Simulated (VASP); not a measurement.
Wanted: the native input for a VASP 6.6.1 run.

```yaml
Task: single point
Functional: PBEsol
Potentials_or_basis: VASP PAW PBE potentials, release 64 (Ti_sv, O)
Cutoff: 520 eV
k_mesh: 4 × 4 × 3
Occupations: gaussian, width 0.01 eV
Spin: no spin polarisation
Dipole_correction: no
Further_INCAR_settings: ALGO = Normal; EDIFF = 1e-07; NBANDS = 33
```

The structure of TiO2 lies in POSCAR:

```
TiO2
1.0
    2.7060340000     -2.7066550000      0.0000000000
    2.7060340000      2.7066550000      0.0000000000
   -2.6335310000      0.0000000000      4.7966370000
Ti O
2 4
Direct
    0.1341100000      0.8658900000      0.2500000000
    0.8658900000      0.1341100000      0.7500000000
    0.3312210000      0.0887550000      0.6671490000
    0.6687790000      0.9112450000      0.3328510000
    0.9112450000      0.6687790000      0.8328510000
    0.0786103204      0.3210763204      0.1463010601
```

The input as run:

INCAR

```
  PREC = Accurate
  ENCUT = 520
  EDIFF = 1E-7
  ISMEAR = 0
  SIGMA = 0.01
  LREAL = False
  LASPH = True
  NELM = 80
  ALGO = Normal
  ISIF = 2
  LWAVE = False
  LCHARG = True
  GGA = PS
  LELF = True
  LVHAR = True
  NBANDS = 33
```

KPOINTS

```
Automatic mesh
0
Gamma
  4 4 3
```

Potentials or basis: VASP PAW PBE potentials, release 64 (Ti_sv, O).

Command:

```bash
$ cat potpaw_PBE.64/Ti_sv/POTCAR potpaw_PBE.64/O/POTCAR > POTCAR
$ mpirun -np 1 vasp_std > vasp.out
```

Results of the run:

```json
{
  "Pressure": "-5.2 GPa",
  "Largest force": "1.186 eV/Å",
  "Band gap on the k mesh": "2.02 eV, indirect (least direct gap 2.31 eV)"
}
```

Caveat: the k points lie up to 0.44 Å⁻¹ apart; the PAW data sets were made with another functional, which shifts forces and pressure a little.

Run time: 44 s on 1 thread of Intel(R) Xeon(R) Platinum 8488C (Sapphire Rapids), on a shared host, peak memory 0.19 GiB.
